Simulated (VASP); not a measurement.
A run of VASP 6.6.1 is set up as follows.

File INCAR:

```
PREC     = Accurate       # precision mode
ENCUT    = 520            # plane-wave cutoff, eV
EDIFF    = 1E-7           # SCF threshold, eV
ISMEAR   = 0              # smearing method
SIGMA    = 0.1            # smearing width, eV
LREAL    = False          # projectors in reciprocal space
LASPH    = True           # aspherical terms in the spheres
NELM     = 100            # most SCF steps
ALGO     = Normal         # electronic algorithm
ISIF     = 2              # what is computed and relaxed
LWAVE    = False          # write WAVECAR
LCHARG   = False          # write CHGCAR
GGA      = PE             # functional
NBANDS   = 14             # bands
ISYM     = 0
```

The input KPOINTS:

```
Automatic mesh
0
Gamma
  11 11 15
```

The input POSCAR:

```
HfC
1.0
    3.2891025716      0.0000000000      0.0000000000
    0.0000000000      3.2891025716      0.0000000000
    1.6445512858      1.6445512858      2.3257467324
Hf C
1 1
Direct
    0.5000000000      0.5000000000      0.0000000000
    0.0000000000      0.0000000000      0.0000000000
```

Potentials or basis: VASP PAW PBE potentials, release 64 (Hf_pv, C).

Launch:

```bash
$ cat potpaw_PBE.64/Hf_pv/POTCAR potpaw_PBE.64/C/POTCAR > POTCAR
$ mpirun -np 1 vasp_std > vasp.out
```

Problem. What does it give for the pressure?

Solution. -0.7 GPa.

Problem. Predict the band gap on the k mesh.

Solution. Zero (bands 7 and 8 overlap by 1.43 eV).

Caveat: spin-orbit coupling is left out, which moves the levels of the heavy elements.
